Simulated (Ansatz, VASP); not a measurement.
## CoNiO2: VASP beside Ansatz

File INCAR:

```
SYSTEM = CoNiO2
PREC = Accurate
ENCUT = 520
EDIFF = 1E-6
ISMEAR = -1
SIGMA = 0.05
LREAL = .False.
LASPH = .True.
NELM = 150
ALGO = Normal
ISIF = 2
LWAVE = .False.
LCHARG = .False.
ISPIN = 2
MAGMOM = 0.5 1 0 0
LORBIT = 11
NUPDOWN = 1.5
LMAXMIX = 4
GGA = PS
NBANDS = 28
```

Contents of KPOINTS:

```
regular mesh
0
Gamma
  7 7 5
  0 0 0
```

Contents of POSCAR:

```
CoNiO2
1.0
    3.0143330000      0.0000000000      0.0000000000
    0.0000000000      3.0143330000      0.0000000000
    0.0000000000      0.0000000000      4.2222850000
Ni Co O
1 1 2
Direct
    0.0000000000      0.0000000000      0.0000000000
    0.5000000000      0.5000000000      0.5000000000
    0.0000000000      0.0000000000      0.5000000000
    0.5000000000      0.5000000000      0.0000000000
```

The input input.yaml:

```yaml
crystal:
  lattice:
    - [3.014333, 0.0, 0.0]
    - [0.0, 3.014333, 0.0]
    - [0.0, 0.0, 4.222285]
  atoms:
    - { symbol: Ni, position: [0.0, 0.0, 0.0], spin: 0.5 }
    - { symbol: Co, position: [0.5, 0.5, 0.5], spin: 1.0 }
    - { symbol: O, position: [0.0, 0.0, 0.5] }
    - { symbol: O, position: [0.5, 0.5, 0.0] }
hamiltonian:
  xc: pbesol
  pseudopotentials: { kind: paw }
magnetization:
  spin_polarized: true
  initial_magnetization: 1.5
  spin_locking: { lock_magnetization: hard }
kpoints:
  mp_grid: { grid: [7, 7, 5] }
scf:
  occupations: { method: fermi_dirac, width: 0.05 }
  lower_state_search: "off"
output:
  forces: true
  stress: true
  eigenvalues: true
```

Alike in both runs: task single point; functional PBEsol; k mesh 7 × 7 × 5; occupations fermi-dirac, width 0.05 eV; collinear spin; fixed moment 1.5 μB.

|  | VASP | Ansatz |
| --- | --- | --- |
| version | VASP 6.6.1 | Ansatz 0.2.0 |
| potentials or method | VASP PAW PBE potentials, release 64 (Ni, Co, O) | Ansatz PAW |
| plane-wave cutoff (eV) | 520 | 420 |
| valence electrons in the cell | 31 | 47 |

|  | VASP | Ansatz | Ansatz less VASP |
| --- | --- | --- | --- |
| pressure (GPa) | -14.6 | -13.9 | +0.62 |
| traceless stress, the component that is largest in VASP (GPa) | 1.29 | 1.54 | +0.250 |
| net moment per atom (μB) | 0.37 | 0.38 | 0.000 |
| size of the moment on the site where the two differ most (μB) | 2.35 | 2.31 | -0.046 |

VASP's potentials were made for PBE, not for PBEsol. Site moments also hang on the region over which each program counts them. With one functional, cell and mesh, what is left measures potentials, basis and numerics. VASP's potentials hold 31 valence electrons a cell and Ansatz's 47, so a difference there can come from the potentials and not from the codes.
